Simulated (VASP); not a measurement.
Input of a VASP 6.6.1 run:

The input INCAR:

```
PREC = Accurate
ENCUT = 520
EDIFF = 1E-6
ISMEAR = 0
SIGMA = 0.05
LREAL = False
LASPH = True
NELM = 60
ALGO = Normal
ISIF = 2
LWAVE = False
LCHARG = True
GGA = PE
LELF = True
LVHAR = True
NBANDS = 26
```

KPOINTS

```
regular mesh
0
Gamma
  10 10 6
```

File POSCAR:

```
ZnS
1.0
    3.8963550240      0.0000000000      0.0000000000
   -1.9481775120      3.3743424330      0.0000000000
    0.0000000000      0.0000000000      6.3873374876
Zn S
2 2
Direct
    0.3333333333      0.6666666667      0.0052019370
    0.6666666667      0.3333333333      0.5052019370
    0.3333333333      0.6666666667      0.3797980630
    0.6666666667      0.3333333333      0.8797980630
```

Potentials or basis: VASP PAW PBE potentials, release 64 (Zn, S).

Launch:

```bash
$ cat potpaw_PBE.64/Zn/POTCAR potpaw_PBE.64/S/POTCAR > POTCAR
$ mpirun -np 1 vasp_std > vasp.out
```

Q: Predict the largest force.

A: 0.006 eV/Å.

Q: What does it give for the pressure?

A: -2.4 GPa.

Q: Predict the band gap on the k mesh.

A: 1.91 eV, direct.

Forces in eV/Å, atoms in the order of the input:
```
Zn   0.000  0.000 -0.006
Zn   0.000  0.000 -0.006
S    0.000  0.000  0.006
S    0.000  0.000  0.006
```
